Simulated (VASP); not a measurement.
Write the native input for VASP 6.6.1 that does the following.

```yaml
Task: single point
Functional: PBE
Dispersion: D3(BJ)
Potentials_or_basis: VASP PAW PBE potentials, release 64 (As, Al, H)
Cutoff: 400 eV
k_mesh: 9 × 9 × 1
Occupations: gaussian, width 0.05 eV
Spin: collinear spin
Starting_moments: "[0.0, 0.0, 0.0, 0.0, 1.0] μB"
Dipole_correction: yes
Further_INCAR_settings: ALGO = Normal; EDIFF = 1e-06; NBANDS = 20; NELMDL = -8
```

The structure of Al2As2H lies in POSCAR:

```
Al2As2H
1.0
    4.0049767175      0.0000000000      0.0000000000
   -2.0024883587      3.4684115789      0.0000000000
    0.0000000000      0.0000000000     21.3465727100
As Al H
2 2 1
Direct
    0.0000000000      0.0000000000      0.1873837105
    0.3333333333      0.6666666667      0.3496634936
    0.3333333333      0.6666666667      0.2256808395
    0.6666666667      0.3333333333      0.3769491627
    0.7777777778      0.5555555556      0.4940639818
```

These files were run (other wordings do the same):

INCAR

```
  PREC = Accurate
  ENCUT = 400
  EDIFF = 1E-6
  ISMEAR = 0
  SIGMA = 0.05
  LREAL = F
  LASPH = T
  NELM = 200
  ALGO = Normal
  ISIF = 2
  LWAVE = F
  LCHARG = T
  ISPIN = 2
  MAGMOM = 0 0 0 0 1
  LORBIT = 11
  LDIPOL = T
  IDIPOL = 3
  DIPOL = 0.5 0.5 0.327
  GGA = PE
  IVDW = 12
  LELF = T
  LVHAR = T
  LVACPOTAV = T
  NBANDS = 20
  GGA_COMPAT = F
  NELMDL = -8
```

KPOINTS

```
regular mesh
0
Gamma
  9 9 1
```

Potentials or basis: VASP PAW PBE potentials, release 64 (As, Al, H).

Launch:

```console
$ cat potpaw_PBE.64/As/POTCAR potpaw_PBE.64/Al/POTCAR potpaw_PBE.64/H/POTCAR > POTCAR
$ mpirun -np 1 vasp_std > vasp.out
```

It gave:

| Property | Result |
| --- | --- |
| Largest force | 1.485 eV/Å |
| Band gap on the k mesh | zero (filled and empty bands overlap) |
| Net moment | 0.98 μB per cell |
| Site moments | As +0.16, +0.07; Al -0.00, -0.02; H +0.23 μB |
| Valence electrons inside the program's atomic spheres | As 2.81, 2.90; Al 0.76, 0.77; H 0.39 |
| Dispersion energy per atom | -0.180 eV |

Wall time 6.8 min on 1 thread of Intel(R) Xeon(R) Platinum 8259CL CPU @ 2.50GHz (Skylake/Cascade Lake) (shared host), peak memory 0.5 GiB.
